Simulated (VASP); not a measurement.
The system is VAu.

```
V Au
1.0
     1.41040    0.81430    4.61109
    -1.41040    0.81430    4.61109
     0.00000   -1.62859    4.61109
V Au
1 1
Direct
  0.50000 0.50000 0.50000
  0.00000 0.00000 0.00000
```

Base run:

* Program: VASP 6.6.1
* Functional: PBEsol
* Potentials or basis: VASP PAW PBE potentials, release 64 (V_sv, Au)
* Cutoff: 500 eV
* k mesh: 14 × 14 × 14
* Occupations: fermi-dirac, width 0.05 eV
* Spin: collinear spin, ferromagnetic start
* Starting moments: [0.9, 0.0] μB
* Fixed moment: 0.9 μB

Its results: pressure -8.0 GPa; site moments V +0.71; Au +0.06 μB.

Task: The run is repeated on the same cell with these changes: fixed moment from 0.9 μB to 0.4 μB; moments at the start from [0.9, 0.0] to [0.4, 0.0]. What comes out?

Result: Pressure -9.1 GPa; site moments V +0.31; Au +0.03 μB.

Caveats: the cell stands under tension; the PAW data sets were made with another functional, which shifts forces and pressure a little; the total moment is fixed, so each spin has its own Fermi level.
